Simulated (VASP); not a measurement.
**TiZnC4N4: single point with PBE**

Crystal: TiZnC4N4.

```
Ti Zn C N
1.0
     5.90860    0.00000    0.00000
     0.00000    5.90860    0.00000
     0.00000    0.00000    5.90860
Ti Zn C N
1 1 4 4
Direct
  0.50000 0.50000 0.50000
  0.00000 0.00000 0.00000
  0.18732 0.18732 0.18732
  0.18732 0.81268 0.81268
  0.81268 0.18732 0.81268
  0.81268 0.81268 0.18732
  0.30164 0.30164 0.30164
  0.30164 0.69836 0.69836
  0.69836 0.30164 0.69836
  0.69836 0.69836 0.30164
```

* Program: VASP 6.6.1
* Task: single point
* Functional: PBE
* Potentials or basis: VASP PAW PBE potentials, release 64 (Ti_sv, Zn, C, N)
* Cutoff: 520 eV
* k mesh: 4 × 4 × 4
* Occupations: gaussian, width 0.1 eV
* Spin: collinear spin
* Starting moments: [1.0, 0.0, 0.0, 0.0, 0.0, 0.0, 0.0, 0.0, 0.0, 0.0] μB

* Pressure: 3.4 GPa
* Largest force: 0.535 eV/Å
* Band gap on the k mesh: 0.63 eV (least direct gap 0.83 eV)
* Net moment: 2.00 μB per cell
* Site moments: Ti +1.32; Zn +0.01; C +0.07; N -0.04 μB
* Valence electrons inside the program's atomic spheres: Ti 10.29; Zn 11.21; C 2.59; N 3.92

Forces in eV/Å, atoms in the order of the input:
```
Ti   0.000  0.000  0.000
Zn   0.000  0.000  0.000
C    0.257  0.257  0.257
C    0.257 -0.257 -0.257
C   -0.257  0.257 -0.257
C   -0.257 -0.257  0.257
N    0.309  0.309  0.309
N    0.309 -0.309 -0.309
N   -0.309  0.309 -0.309
N   -0.309 -0.309  0.309
```

Levels at points of the mesh, in eV from the valence-band top:
Spin up:
| k point | band 29 | band 30 | band 31 | band 32 | band 33 | band 34 |
| --- | --- | --- | --- | --- | --- | --- |
| (0.00, 0.00, 0.00) | -4.27 | -0.20 | -0.20 | 0.63 | 0.63 | 0.63 |
| (0.50, 0.00, 0.00) | -4.25 | -0.22 | 0.00 | 1.05 | 1.12 | 1.12 |
| (0.50, 0.50, 0.00) | -4.23 | -0.19 | -0.04 | 1.02 | 1.36 | 1.36 |
| (0.50, 0.50, 0.50) | -4.33 | -0.17 | -0.17 | 1.04 | 1.04 | 1.04 |
Spin down:
| k point | band 26 | band 27 | band 28 | band 29 | band 30 | band 31 | band 32 | band 33 |
| --- | --- | --- | --- | --- | --- | --- | --- | --- |
| (0.00, 0.00, 0.00) | -5.02 | -4.19 | -4.19 | -4.19 | 1.01 | 1.01 | 1.01 | 1.10 |
| (0.50, 0.00, 0.00) | -5.13 | -4.27 | -4.18 | -4.18 | 1.00 | 1.48 | 1.49 | 1.52 |
| (0.50, 0.50, 0.00) | -4.86 | -4.37 | -4.15 | -4.15 | 1.05 | 1.43 | 1.45 | 1.85 |
| (0.50, 0.50, 0.50) | -4.89 | -4.25 | -4.25 | -4.25 | 1.14 | 1.14 | 1.47 | 1.47 |

It took 5 min on 1 thread of Intel(R) Xeon(R) Platinum 8259CL CPU @ 2.50GHz (Skylake/Cascade Lake), with other jobs on the host, peak memory 0.49 GiB.

Caveat: the cell stands under pressure; semilocal functionals underestimate gaps, and a narrow one can read as zero. A k mesh can miss the band edges.
